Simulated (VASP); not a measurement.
The system is BeCd2S3.

```
Be Cd S
1.0
    -0.05897    0.04719   -6.33601
     6.11665   -3.35834    0.08020
    -6.23285   -3.55925   -0.02945
Be Cd S
2 4 6
Cartesian
  0.0015 -6.0954 -2.9290
  -0.1367 -1.2499 0.0329
  1.7762 -2.2006 -3.2560
  -1.9023 -4.5758 0.1664
  -2.0870 -1.9448 -3.1578
  1.9220 -4.7092 0.0470
  1.5439 -4.9525 -2.6109
  -2.0540 -4.7923 -2.9489
  -0.0652 -0.7282 -2.4434
  1.7866 -1.9563 -5.5813
  -1.7981 -2.1501 -5.6199
  0.0014 -5.8988 -5.1719
```

```yaml
Program: VASP 6.6.1
Task: relaxation of cell and atoms
Functional: PBE
Potentials_or_basis: VASP PAW PBE potentials, release 64 (Be, Cd, S)
Cutoff: 600 eV
k_mesh: 2 × 2 × 2
Occupations: gaussian, width 0.1 eV
Spin: no spin polarisation
```

At the start: pressure 1.7 GPa; volume 22.54 Å³/atom.

How do energy, volume and symmetry change on relaxing?

Over 25 steps the energy falls by 329.2 meV/atom and the volume is 21.43 Å³/atom (-4.9 %); space group P1 (No. 1, to 0.1 Å) before, Cmc2_1 (No. 36, to 0.1 Å).

Step by step:
```csv
step,energy change (eV),largest force (eV/Å),pressure (GPa),volume (Å³)
1,0.0000,9.0349,1.72,270.53
2,-2.2749,2.2250,-2.64,279.95
3,-2.2296,2.0915,-2.28,276.76
4,-2.2788,2.1967,-2.60,279.28
5,-3.1783,1.3071,-1.04,265.84
6,-3.3401,1.2836,0.77,257.36
7,-3.6434,1.0596,0.07,258.02
8,-3.6908,0.9034,-0.09,258.36
9,-3.8597,0.3774,-0.18,258.03
10,-3.8882,0.4942,-0.13,257.81
11,-3.9247,0.1796,0.10,256.88
12,-3.9280,0.1699,0.21,256.51
13,-3.9363,0.1267,-0.14,257.84
14,-3.9367,0.1271,-0.24,258.21
15,-3.9415,0.0870,0.06,257.02
16,-3.9420,0.0792,0.20,256.46
17,-3.9457,0.0593,0.02,257.19
18,-3.9459,0.0657,-0.04,257.45
19,-3.9478,0.0447,-0.02,257.40
20,-3.9483,0.0418,-0.01,257.36
21,-3.9492,0.0300,0.02,257.25
22,-3.9493,0.0408,0.04,257.17
23,-3.9499,0.0284,-0.04,257.47
24,-3.9500,0.0282,-0.06,257.55
25,-3.9503,0.0247,0.04,257.17
```

Final structure:
```cif
data_structure
_symmetry_space_group_name_H-M 'P 1'
_symmetry_Int_Tables_number 1
_cell_length_a 6.3548
_cell_length_b 6.8349
_cell_length_c 6.8347
_cell_angle_alpha 119.971
_cell_angle_beta 90.022
_cell_angle_gamma 89.964
_cell_volume 257.17
loop_
_atom_site_label
_atom_site_type_symbol
_atom_site_fract_x
_atom_site_fract_y
_atom_site_fract_z
_atom_site_occupancy
Be1 Be 0.50085 0.84631 0.84672 1
Be2 Be 0.00106 0.15325 0.15276 1
Cd1 Cd 0.50523 0.48335 0.16785 1
Cd2 Cd 0.00523 0.51647 0.83298 1
Cd3 Cd 0.50471 0.16707 0.48563 1
Cd4 Cd 0.00474 0.83337 0.51440 1
S1 S 0.40682 0.83464 0.54283 1
S2 S 0.40741 0.54298 0.83623 1
S3 S 0.34047 0.12158 0.12233 1
S4 S 0.90713 0.45699 0.16394 1
S5 S 0.90670 0.16570 0.45706 1
S6 S 0.84066 0.87830 0.87727 1
```

Caveat: the k points lie up to 0.53 Å⁻¹ apart in the final cell.
